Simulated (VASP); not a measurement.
# MgO (Fm-3m) in VASP: further runs, part 3 of 3

VASP 6.6.1. The steps go on from the part before.

### 5 Vibrations by perturbation theory, PBEsol

This run uses another cell than the first one, of 9.24 Å³/atom.

Input file INCAR:

```
SYSTEM = MgO
PREC = Accurate
ENCUT = 520
EDIFF = 1E-8
ISMEAR = 0
SIGMA = 0.01
LREAL = .False.
LASPH = .True.
NELM = 80
ALGO = Normal
ISIF = 2
LWAVE = .False.
LCHARG = .False.
GGA = PS
IBRION = 8
NSW = 1
```

Input file KPOINTS:

```
regular mesh
0
Gamma
  10 10 10
  0 0 0
```

Input file POSCAR:

```
MgO
1.0
    2.0983923872      2.0983923872      0.0000000000
   -2.0983923872      2.0983923872      0.0000000000
    0.0000000000      2.0983923872      2.0983923872
Mg O
1 1
Direct
    0.0000000000      0.0000000000      0.0000000000
    0.5000000000      0.5000000000      0.0000000000
```

Potentials or basis: VASP PAW PBE potentials, release 64 (Mg, O).

Run with:

```
> cat potpaw_PBE.64/Mg/POTCAR potpaw_PBE.64/O/POTCAR > POTCAR
> mpirun -np 1 vasp_std > vasp.out
```

OUTCAR:

```text
SYSTEM = MgO
   PREC = Accurate
   ENCUT = 520
   EDIFF = 1E-8
   ISMEAR = 0
   LREAL = .False.
   LASPH = .True.
   NELM = 80
   ISIF = 2
   GGA = PS
   IBRION = 8
   NSW = 1

 ion  position               nearest neighbor table
   1  0.000  0.000  0.000-   2 2.10   2 2.10   2 2.10   2 2.10   2 2.10   2 2.10
   2  0.500  0.500  0.000-   1 2.10   1 2.10   1 2.10   1 2.10   1 2.10   1 2.10

  LATTYP: Found a face centered cubic cell.
 ALAT       =     4.1967847744

  Lattice vectors:

 A1 = (   0.0000000000,   2.0983923872,   2.0983923872)
 A2 = (   2.0983923872,   0.0000000000,   2.0983923872)
 A3 = (   2.0983923872,   2.0983923872,   0.0000000000)

Analysis of symmetry for initial positions (statically):
=====================================================================
 Subroutine PRICEL returns:
[... 495 lines left out ...]

------------------------ aborting loop because EDIFF is reached ----------------------------------------

 INTERNAL STRAIN TENSOR  FOR ION    2  DIRECTION 1   (eV/Angst):
 -----------------------------------------------------------------------------
     0.00802  0.00000  0.00000
     0.00000 -0.00760 -0.00000
     0.00000 -0.00000 -0.00760

 INTERNAL STRAIN TENSOR FOR ION    2 for displacements in x,y,z  (eV/Angst):
          X           Y           Z          XY          YZ          ZX
  --------------------------------------------------------------------------------
  x     0.00000     0.00000     0.00000     0.00000     0.00000     0.00000
  y     0.00000     0.00000     0.00000     0.00000     0.00000     0.00000
  z     0.00000     0.00000     0.00000     0.00000     0.00000     0.00000

 SECOND DERIVATIVES (NOT SYMMETRIZED)
 ------------------------------------
               1X          1Y          1Z          2X          2Y          2Z
  1X    -5.716782   -0.000000    0.000000    5.716782    0.000000   -0.000000
  1Y     0.000000   -5.716782   -0.000000   -0.000000    5.716782    0.000000
  1Z     0.000000   -0.000000   -5.716782   -0.000000    0.000000    5.716782
  2X     5.730564   -0.000000    0.000000   -5.730564    0.000000   -0.000000
  2Y     0.000000    5.730564   -0.000000   -0.000000   -5.730564    0.000000
  2Z     0.000000    0.000000    5.730564   -0.000000   -0.000000   -5.730564

 Eigenvectors and eigenvalues of the dynamical matrix
 ----------------------------------------------------

   1 f  =   12.042419 THz    75.664749 2PiTHz  401.691855 cm-1    49.803420 meV
             X         Y         Z           dx          dy          dz
      0.000000  0.000000  0.000000    -0.629601   -0.000000    0.000000
      0.000000  2.098392  0.000000     0.776919    0.000000    0.000000
[... 21 lines left out ...]
   6 f/i=    0.007092 THz     0.044561 2PiTHz    0.236565 cm-1     0.029330 meV
             X         Y         Z           dx          dy          dz
      0.000000  0.000000  0.000000    -0.000000   -0.176278   -0.756657
      0.000000  2.098392  0.000000     0.000000   -0.142852   -0.613180

--------------------------------------------------------------------------------------------------------

 ELASTIC MODULI CONTR FROM IONIC RELAXATION (kBar)
 Direction    XX          YY          ZZ          XY          YZ          ZX
 --------------------------------------------------------------------------------
 XX           0.0000      0.0000      0.0000      0.0000      0.0000      0.0000
 YY           0.0000      0.0000      0.0000      0.0000      0.0000      0.0000
 ZZ           0.0000      0.0000      0.0000      0.0000      0.0000      0.0000
 XY           0.0000      0.0000      0.0000      0.0000      0.0000      0.0000
 YZ           0.0000      0.0000      0.0000      0.0000      0.0000      0.0000
 ZX           0.0000      0.0000      0.0000      0.0000      0.0000      0.0000
 --------------------------------------------------------------------------------
```

OSZICAR:

```text
N       E                     dE             d eps       ncg     rms          rms(c)
DAV:   1     0.942785833769E+01    0.94279E+01   -0.48435E+03   904   0.886E+02
DAV:   2    -0.136488877822E+02   -0.23077E+02   -0.22487E+02   904   0.135E+02
[... 35 lines left out ...]
RMM:   5    -0.357512554865E+00    0.10052E-05   -0.62844E-06  2644   0.290E-02    0.151E-03
RMM:   6    -0.357512387412E+00    0.16745E-06   -0.67222E-08  2720   0.275E-03    0.865E-04
RMM:   7    -0.357503962159E+00    0.84253E-05   -0.61719E-09  2749   0.956E-04    0.100E-04
RMM:   8    -0.357504264194E+00   -0.30204E-06   -0.19933E-10  2572   0.112E-04    0.198E-05
RMM:   9    -0.357504315084E+00   -0.50890E-07   -0.79485E-11  2810   0.429E-05    0.306E-06
RMM:  10    -0.357504324281E+00   -0.91962E-08   -0.13209E-10  2465   0.638E-06    0.672E-07
 Linear response finished
```

Run time: 61 s. Hardware: 1 thread of Intel Xeon 8259CL, shared host; peak memory 0.18 GiB.

Results:

| Quantity | Value |
| --- | --- |
| Highest phonon frequency at Γ, LO-TO splitting left out | 402 cm⁻¹ |

Phonon frequencies in cm⁻¹ (negative: imaginary):
| q point | frequencies |
| --- | --- |
| (0.000, 0.000, 0.000) | 0 0 0 402 402 402 |

Caveat: the cell stands under pressure or tension, which shifts response properties; the PAW data sets were made with another functional, which shifts forces and pressure a little.

### 6 Vibrations by perturbation theory, PBEsol

This run uses another cell than the first one, of 9.48 Å³/atom.

Edit INCAR of step 5 so:

```diff
@@ -8,3 +8,3 @@
 LASPH = .True.
-NELM = 80
+NELM = 60
 ALGO = Normal
```

Input file KPOINTS:

```
Automatic mesh
0
Gamma
  10 10 10
  0 0 0
```

Input file POSCAR:

```
MgO
1.0
    2.1162026869      2.1162026869      0.0000000000
   -2.1162026869      2.1162026869      0.0000000000
    0.0000000000      2.1162026869      2.1162026869
Mg O
1 1
Direct
    0.0000000000      0.0000000000      0.0000000000
    0.5000000000      0.5000000000      0.0000000000
```

Potentials or basis: VASP PAW PBE potentials, release 64 (Mg, O).

Run with:

```
> cat potpaw_PBE.64/Mg/POTCAR potpaw_PBE.64/O/POTCAR > POTCAR
> mpirun -np 1 vasp_std > vasp.out
```

OUTCAR:

```text
SYSTEM = MgO
   PREC = Accurate
   ENCUT = 520
   EDIFF = 1E-8
   ISMEAR = 0
   LREAL = .False.
   LASPH = .True.
   NELM = 60
   ISIF = 2
   GGA = PS
   IBRION = 8
   NSW = 1

 ion  position               nearest neighbor table
   1  0.000  0.000  0.000-   2 2.12   2 2.12   2 2.12   2 2.12   2 2.12   2 2.12
   2  0.500  0.500  0.000-   1 2.12   1 2.12   1 2.12   1 2.12   1 2.12   1 2.12

  LATTYP: Found a face centered cubic cell.
 ALAT       =     4.2324053738

  Lattice vectors:

 A1 = (   0.0000000000,   2.1162026869,   2.1162026869)
 A2 = (   2.1162026869,   0.0000000000,   2.1162026869)
 A3 = (   2.1162026869,   2.1162026869,   0.0000000000)

Analysis of symmetry for initial positions (statically):
=====================================================================
 Subroutine PRICEL returns:
 Original cell was already a primitive cell.

 Routine SETGRP: Setting up the symmetry group for a
 face centered cubic supercell.

 Subroutine GETGRP returns: Found 48 space group operations
 (whereof 48 operations were pure point group operations)
 out of a pool of 48 trial point group operations.

The static configuration has the point symmetry O_h .

Analysis of symmetry for dynamics (positions and initial velocities):
=====================================================================
 Subroutine PRICEL returns:
 Original cell was already a primitive cell.

 Routine SETGRP: Setting up the symmetry group for a
 face centered cubic supercell.

 Subroutine GETGRP returns: Found 48 space group operations
 (whereof 48 operations were pure point group operations)
 out of a pool of 48 trial point group operations.

The dynamic configuration has the point symmetry O_h .

 Subroutine INISYM returns: Found 48 space group operations
 (whereof 48 operations are pure point group operations),
 and found     1 'primitive' translations

----------------------------------------------------------------------------------------

                                     Primitive cell

  volume of cell :      18.9540

  direct lattice vectors                    reciprocal lattice vectors
     2.116202687  2.116202687  0.000000000     0.236272264  0.236272264 -0.236272264
    -2.116202687  2.116202687  0.000000000    -0.236272264  0.236272264 -0.236272264
     0.000000000  2.116202687  2.116202687     0.000000000  0.000000000  0.472544528

  length of vectors
     2.992762541  2.992762541  2.992762541     0.409235566  0.409235566  0.472544528

  position of ions in fractional coordinates (direct lattice)
     0.000000000  0.000000000  0.000000000
     0.500000000  0.500000000  0.000000000

[... 133 lines left out ...]

 k-point     1 :       0.0000    0.0000    0.0000
  band No.  band energies     occupation
      1     -14.1719      2.00000
      2       2.9596      2.00000
      3       2.9596      2.00000
      4       2.9596      2.00000
      5       7.4557      0.00000
      6      18.5114      0.00000
      7      18.5114      0.00000
      8      18.5114      0.00000
[... 243 lines left out ...]
 k-point    24 :       0.4000    0.3000    0.0000
  band No.  band energies     occupation
      1     -12.6590      2.00000
      2      -0.5974      2.00000
      3       0.2946      2.00000
      4       1.9213      2.00000
      5      12.8621      0.00000
      6      14.7801      0.00000
      7      15.3201      0.00000
      8      20.4474      0.00000

 [... further k-points ...]

------------------------ aborting loop because EDIFF is reached ----------------------------------------

  FORCE on cell =-STRESS in cart. coord.  units (eV):
  Direction    XX          YY          ZZ          XY          YZ          ZX
  --------------------------------------------------------------------------------------
  -------------------------------------------------------------------------------------
  Total       -0.2969392     -0.2969392     -0.2969392     -0.0000000     -0.0000000      0.0000000
  in kB      -25.1001501    -25.1001501    -25.1001501     -0.0000000     -0.0000000      0.0000000
  external PRESSURE =     -25.1001501 kB  Pullay stress =       0.0000000 kB

 VOLUME and BASIS-vectors are now :
 -----------------------------------------------------------------------------
  energy-cutoff  :      520.00
  volume of cell :       18.95
      direct lattice vectors                 reciprocal lattice vectors
     2.116202687  2.116202687  0.000000000     0.236272264  0.236272264 -0.236272264
    -2.116202687  2.116202687  0.000000000    -0.236272264  0.236272264 -0.236272264
     0.000000000  2.116202687  2.116202687     0.000000000  0.000000000  0.472544528

 POSITION                                       TOTAL-FORCE (eV/Angst)
 -----------------------------------------------------------------------------------
      0.00000      0.00000      0.00000         0.000000     -0.000000      0.000000
      0.00000      2.11620      0.00000        -0.000000      0.000000      0.000000
 -----------------------------------------------------------------------------------
    total drift:                                0.000000     -0.000000     -0.000000

  FREE ENERGIE OF THE ION-ELECTRON SYSTEM (eV)
  ---------------------------------------------------
  free  energy   TOTEN  =       -12.5104618490 eV

  energy  without entropy=      -12.5104618490  energy(sigma->0) =      -12.51046185

[... ionic steps 2 to 3 ...]

--------------------------------------- Ionic step        4  -------------------------------------------

------------------------ aborting loop because EDIFF is reached ----------------------------------------

[... ionic steps 5 to 6 ...]

--------------------------------------- Ionic step        7  -------------------------------------------

 Free energy of the ion-electron system (eV)
  ---------------------------------------------------
  ---------------------------------------------------
  free energy    TOTEN  =        -0.35757813 eV

  energy without entropy =       -0.35757813

------------------------ aborting loop because EDIFF is reached ----------------------------------------

 INTERNAL STRAIN TENSOR  FOR ION    2  DIRECTION 1   (eV/Angst):
 -----------------------------------------------------------------------------
     0.00789 -0.00000 -0.00000
    -0.00000 -0.00762 -0.00000
    -0.00000 -0.00000 -0.00762

 INTERNAL STRAIN TENSOR FOR ION    2 for displacements in x,y,z  (eV/Angst):
          X           Y           Z          XY          YZ          ZX
  --------------------------------------------------------------------------------
  x     0.00000     0.00000     0.00000     0.00000     0.00000     0.00000
  y     0.00000     0.00000     0.00000     0.00000     0.00000     0.00000
  z     0.00000     0.00000     0.00000     0.00000     0.00000     0.00000

 SECOND DERIVATIVES (NOT SYMMETRIZED)
 ------------------------------------
               1X          1Y          1Z          2X          2Y          2Z
  1X    -5.054238    0.000000   -0.000000    5.054238   -0.000000    0.000000
  1Y    -0.000000   -5.054238    0.000000    0.000000    5.054238   -0.000000
  1Z    -0.000000    0.000000   -5.054238    0.000000   -0.000000    5.054238
  2X     5.070007   -0.000000    0.000000   -5.070007    0.000000   -0.000000
  2Y     0.000000    5.070007   -0.000000   -0.000000   -5.070007    0.000000
  2Z    -0.000000   -0.000000    5.070007    0.000000    0.000000   -5.070007

 Eigenvectors and eigenvalues of the dynamical matrix
 ----------------------------------------------------

   1 f  =   11.325529 THz    71.160399 2PiTHz  377.778990 cm-1    46.838604 meV
             X         Y         Z           dx          dy          dz
      0.000000  0.000000  0.000000     0.000000    0.629466    0.000000
      0.000000  2.116203  0.000000     0.000000   -0.777028    0.000000
[... 21 lines left out ...]
   6 f/i=    0.008628 THz     0.054211 2PiTHz    0.287796 cm-1     0.035682 meV
             X         Y         Z           dx          dy          dz
      0.000000  0.000000  0.000000    -0.196871   -0.751674   -0.000000
      0.000000  2.116203  0.000000    -0.159484   -0.608927    0.000000

--------------------------------------------------------------------------------------------------------

 ELASTIC MODULI CONTR FROM IONIC RELAXATION (kBar)
 Direction    XX          YY          ZZ          XY          YZ          ZX
 --------------------------------------------------------------------------------
 XX           0.0000      0.0000      0.0000      0.0000      0.0000      0.0000
 YY           0.0000      0.0000      0.0000      0.0000      0.0000      0.0000
 ZZ           0.0000      0.0000      0.0000      0.0000      0.0000      0.0000
 XY           0.0000      0.0000      0.0000      0.0000      0.0000      0.0000
 YZ           0.0000      0.0000      0.0000      0.0000      0.0000      0.0000
 ZX           0.0000      0.0000      0.0000      0.0000      0.0000      0.0000
 --------------------------------------------------------------------------------
```

stdout:

```text
POSCAR found type information on POSCAR MgO
 POSCAR found :  2 types and       2 ions
 scaLAPACK will be used
 -----------------------------------------------------------------------------
|                                                                             |
|                                                                             |
|     You enforced a specific xc type in the INCAR file but a different       |
|     I HOPE YOU KNOW WHAT YOU ARE DOING!                                     |
|                                                                             |
 -----------------------------------------------------------------------------

 LDA part: xc-table for (Slater+PW92), standard interpolation
 POSCAR, INCAR and KPOINTS ok, starting setup
 FFT: planning ... GRIDC
 FFT: planning ... GRID_SOFT
 FFT: planning ... GRID
 WAVECAR not read
 entering main loop
 Linear response reoptimize wavefunctions to high precision
 Linear response DOF=           2
 Linear response progress:
 first order change of Fermi-energy  -0.55679E-04
 force on displaced ion       1 direction 1 :  -5.054   0.000  -0.000
 Linear response progress:
 first order change of Fermi-energy  -0.96573E-03
 force on displaced ion       2 direction 1 :  -5.070  -0.000  -0.000
 Linear response finished
```

Wall time 63 s (1 thread of Intel Xeon 8259CL, shared host); peak memory 0.18 GiB.

What came out:

```
Highest phonon frequency at Γ, LO-TO splitting left out : 378 cm⁻¹
```

Phonon frequencies in cm⁻¹ (negative: imaginary):
```
              q point        frequencies
(0.000, 0.000, 0.000)  0 0 0 378 378 378
```

Caveat: the cell stands under pressure or tension, which shifts response properties; the PAW data sets were made with another functional, which shifts forces and pressure a little.
